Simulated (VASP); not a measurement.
# Rh (Fm-3m) in VASP: further runs, part 2 of 2

VASP 6.6.1. Earlier steps stand in the parts before.

## 3. Relaxation of volume and atoms at fixed shape, LDA

This run uses another cell than the first one, of 13.67 Å³/atom, 1.035 times its volume.

INCAR reads:

```
SYSTEM = Rh
  PREC = Accurate
  ENCUT = 600
  EDIFF = 1E-7
  ISMEAR = 0
  SIGMA = 0.05
  LREAL = .False.
  LASPH = .True.
  NELM = 60
  ALGO = Normal
  ISIF = 8
  LWAVE = .False.
  LCHARG = .False.
  GGA = CA
  IBRION = 2
  NSW = 80
  EDIFFG = -0.02
```

KPOINTS reads:

```
regular mesh
0
Gamma
  12 12 12
  0 0 0
```

POSCAR reads:

```
Rh
1.0
    0.0000000000      1.8978500000      1.8978500000
    1.8978500000      0.0000000000      1.8978500000
    1.8978500000      1.8978500000      0.0000000000
Rh
1
Direct
    0.0000000000      0.0000000000      0.0000000000
```

Potentials or basis: VASP PAW LDA potentials, release 64 (Rh_pv).

On the command line:

```console
cat potpaw_LDA.64/Rh_pv/POTCAR > POTCAR
mpirun -np 1 vasp_std > vasp.out
```

OUTCAR:

```text
SYSTEM = Rh
   PREC = Accurate
   ENCUT = 600
   EDIFF = 1E-7
   ISMEAR = 0
   LREAL = .False.
   LASPH = .True.
   NELM = 60
   ISIF = 8
   GGA = CA
   IBRION = 2
   NSW = 80
   EDIFFG = -0.02

 ion  position               nearest neighbor table
   1  0.000  0.000  0.000-

  LATTYP: Found a face centered cubic cell.
 ALAT       =     3.7957000000

  Lattice vectors:

 A1 = (   0.0000000000,   1.8978500000,   1.8978500000)
 A2 = (   1.8978500000,   0.0000000000,   1.8978500000)
 A3 = (   1.8978500000,   1.8978500000,   0.0000000000)

Analysis of symmetry for initial positions (statically):
=====================================================================
 Subroutine PRICEL returns:
 Original cell was already a primitive cell.

 Routine SETGRP: Setting up the symmetry group for a
 face centered cubic supercell.

 Subroutine GETGRP returns: Found 48 space group operations
 (whereof 48 operations were pure point group operations)
 out of a pool of 48 trial point group operations.

The static configuration has the point symmetry O_h .

Analysis of symmetry for dynamics (positions and initial velocities):
=====================================================================
 Subroutine PRICEL returns:
 Original cell was already a primitive cell.

 Routine SETGRP: Setting up the symmetry group for a
 face centered cubic supercell.

 Subroutine GETGRP returns: Found 48 space group operations
 (whereof 48 operations were pure point group operations)
 out of a pool of 48 trial point group operations.

The dynamic configuration has the point symmetry O_h .

 Subroutine INISYM returns: Found 48 space group operations
 (whereof 48 operations are pure point group operations),
 and found     1 'primitive' translations

----------------------------------------------------------------------------------------

                                     Primitive cell

  volume of cell :      13.6715

  direct lattice vectors                    reciprocal lattice vectors
     0.000000000  1.897850000  1.897850000    -0.263456016  0.263456016  0.263456016
     1.897850000  0.000000000  1.897850000     0.263456016 -0.263456016  0.263456016
     1.897850000  1.897850000  0.000000000     0.263456016  0.263456016 -0.263456016

  length of vectors
     2.683965209  2.683965209  2.683965209     0.456319205  0.456319205  0.456319205

  position of ions in fractional coordinates (direct lattice)
     0.000000000  0.000000000  0.000000000

  ion indices of the primitive-cell ions
   primitive index   ion index
                 1           1

----------------------------------------------------------------------------------------

 KPOINTS: regular mesh

Automatic generation of k-mesh.
 Grid dimensions read from file:
 generate k-points for:   12   12   12

 Generating k-lattice:

  Cartesian coordinates                     Fractional coordinates (reciprocal lattice)
[... 41 lines left out ...]
 [... further k-points ...]
   k-points           NKPTS =     72   k-points in BZ     NKDIM =     72   number of bands    NBANDS=     11
   number of dos      NEDOS =    301   number of ions     NIONS =      1
   total plane-waves  NPLWV =  13824
   dimension x,y,z NGX =    24 NGY =   24 NGZ =   24
   dimension x,y,z NGXF=    48 NGYF=   48 NGZF=   48
   ions per type =               1
   NGX,Y,Z   is equivalent  to a cutoff of  14.87, 14.87, 14.87 a.u.
   NGXF,Y,Z  is equivalent  to a cutoff of  29.73, 29.73, 29.73 a.u.
 SYSTEM =  Rh
   PREC   = accura    normal or accurate (medium, high low for compatibility)
   ISTART =      0    job   : 0-new  1-cont  2-samecut
   ICHARG =      2    charge: 1-file 2-atom 10-const
   ISPIN  =      1    spin polarized calculation?
   LNONCOLLINEAR =      F non collinear calculations
   LSORBIT =      F    spin-orbit coupling
   LASPH  =      T    aspherical Exc in radial PAW
   ENCUT  =  600.0 eV  44.10 Ry    6.64 a.u.   5.36  5.36  5.36*2*pi/ulx,y,z
   NELM   =     60;   NELMIN=  2; NELMDL= -5     # of ELM steps
   EDIFF  = 0.1E-06   stopping-criterion for ELM
   LREAL  =      F    real-space projection
   EDIFFG = -.2E-01   stopping-criterion for IOM
   NSW    =     80    number of steps for IOM
   IBRION =      2    ionic relax: 0-MD 1-quasi-New 2-CG
   NFREE  =      1    steps in history (QN), initial steepest desc. (CG)
   ISIF   =      8    stress and relaxation
   ISYM   =      2    0-nonsym 1-usesym 2-fastsym
   POTIM  = 0.5000    time-step for ionic-motion
   TEBEG  =    0.0;   TEEND  =   0.0 temperature during run
   PSTRESS=    0.0 pullay stress
   NELECT =      15.0000    total number of electrons
   NUPDOWN=      -1.0000    fix difference up-down
   EMIN   =  10.00;   EMAX   =-10.00  energy-range for DOS
   EFERMI =   0.00;   METHOD = LEGACY
   ISMEAR =     0;   SIGMA  =   0.05  broadening in eV -4-tet -1-fermi 0-gaus
   EFERMI_NEDOS =   21; number of points for ismear=-14 and -15
   IALGO  =     38    algorithm
   IMIX   =      4    mixing-type and parameters
     AMIX     =   0.40;   BMIX     =  1.00
     AMIX_MAG =   1.60;   BMIX_MAG =  1.00
  volume/ion in A,a.u.               =      13.67        92.26
  Fermi-wavevector in a.u.,A,eV,Ry     =   1.688496  3.190795 38.790465  2.851019
  Thomas-Fermi vector in A             =   2.770792
   LORBIT       =      0    0 simple, 1 ext, 2 COOP (PROOUT), +10 PAW based schemes
   GGA     = CA    functional components
   LHFCALC =     F    Hartree Fock is set to
   AEXX    =    0.0000 exact exchange contribution
   IVDW    =     0    specifies the selected vdW correction
   LEPSILON=     F    determine dielectric tensor
   LRPA    =     F    only Hartree local field effects (RPA)
 conjugate gradient relaxation of ions
 non-spin polarized calculation
 Gauss-broadening in eV      SIGMA  =   0.05
  energy-cutoff  :      600.00
  volume of cell :       13.67
 maximum number of plane-waves:       471
 NGX is ok and might be reduce to    24
   NGX = 11   NGY = 11   NGZ = 11

--------------------------------------- Ionic step        1  -------------------------------------------

 number of electron      15.0000002 magnetization

 Free energy of the ion-electron system (eV)
  ---------------------------------------------------
  ext. energy  EPLUGINS =         0.00000000
  ---------------------------------------------------
  free energy    TOTEN  =        -8.67659175 eV

  energy without entropy =       -8.67490892  energy(sigma->0) =       -8.67575033

------------------------ aborting loop because EDIFF is reached ----------------------------------------

  FORCE on cell =-STRESS in cart. coord.  units (eV):
  Direction    XX          YY          ZZ          XY          YZ          ZX
  --------------------------------------------------------------------------------------
  -------------------------------------------------------------------------------------
  Total       -0.7908891     -0.7908891     -0.7908891      0.0000000      0.0000000     -0.0000000
  in kB      -92.6852233    -92.6852233    -92.6852233      0.0000000      0.0000000     -0.0000000
  external PRESSURE =     -92.6852233 kB  Pullay stress =       0.0000000 kB
[... 92 lines left out ...]
--------------------------------------- Ionic step        4  -------------------------------------------

 number of electron      15.0000001 magnetization

 Free energy of the ion-electron system (eV)
  ---------------------------------------------------
  ext. energy  EPLUGINS =         0.00000000
  ---------------------------------------------------
  free energy    TOTEN  =        -8.68923778 eV

  energy without entropy =       -8.68758094  energy(sigma->0) =       -8.68840936

 E-fermi :  12.4516     XC(G=0): -14.5908

 val. band max:       12.3271143775   @ k =   0.3333   0.0833   0.0000
 cond. band min:      12.4597634896   @ k =   0.5000   0.4167   0.0000
 fundamental gap:      0.1326491122
 Fermi energy:        12.4516470701

 k-point     1 :       0.0000    0.0000    0.0000
  band No.  band energies     occupation
      1     -33.8432      2.00000
      2     -33.8432      2.00000
      3     -33.8432      2.00000
      4       4.1040      2.00000
      5       9.1026      2.00000
      6       9.1026      2.00000
      7       9.1026      2.00000
      8      11.3516      2.00000
      9      11.3516      2.00000
     10      28.3222      0.00000
     11      32.6120      0.00000
[... 309 lines left out ...]
 k-point    24 :      -0.4167    0.1667    0.0000
  band No.  band energies     occupation
      1     -34.6113      2.00000
      2     -34.1136      2.00000
      3     -33.9907      2.00000
      4       6.6838      2.00000
      5       8.4077      2.00000
      6       9.7437      2.00000
      7      10.2034      2.00000
      8      12.6736      0.00000
      9      16.6500      0.00000
     10      21.4364      0.00000
     11      28.6237      0.00000

 [... further k-points ...]
[... 5 lines left out ...]
  --------------------------------------------------------------------------------------
  -------------------------------------------------------------------------------------
  Total       -0.0046751     -0.0046751     -0.0046751      0.0000000      0.0000000      0.0000000
  in kB       -0.5653135     -0.5653135     -0.5653135      0.0000000      0.0000000      0.0000000
  external PRESSURE =      -0.5653135 kB  Pullay stress =       0.0000000 kB
[... 16 lines left out ...]
  FREE ENERGIE OF THE ION-ELECTRON SYSTEM (eV)
  ---------------------------------------------------
  free  energy   TOTEN  =        -8.6892377836 eV

  energy  without entropy=       -8.6875809399  energy(sigma->0) =       -8.68840936

 reached required accuracy - stopping structural energy minimisation
```

Run time: 29 s. Hardware: 1 thread of Intel Xeon 6975P-C, shared host; peak memory 0.15 GiB.

Results:

| Quantity | Value |
| --- | --- |
| Free energy | -8.6892 eV |
| Relaxed volume | 13.25 Å³/atom |
| Relaxed cell | a = 2.656 Å, b = 2.656 Å, c = 2.656 Å, α = 60.00°, β = 60.00°, γ = 60.00° |
| Space group after relaxing (to 0.05 Å) | Fm-3m (No. 225) |
| Energy gained by relaxing | 12.6 meV/atom |
| Ionic steps | 4 |
| Pressure after relaxing | -0.1 GPa |

The path:
```
step  energy change (eV)  largest force (eV/Å)  pressure (GPa)  volume (Å³)
   1              0.0000                0.0000           -9.27        13.67
   2              0.0919                0.0000           33.77        12.17
   3             -0.0126                0.0000           -0.32        13.26
   4             -0.0126                0.0000           -0.06        13.25
```

Final structure:
```xyz
1
Lattice="0.0000 1.8781 1.8781 1.8781 0.0000 1.8781 1.8781 1.8781 0.0000" Properties=species:S:1:pos:R:3 pbc="T T T"
Rh    0.0000    1.8781    1.8781
```
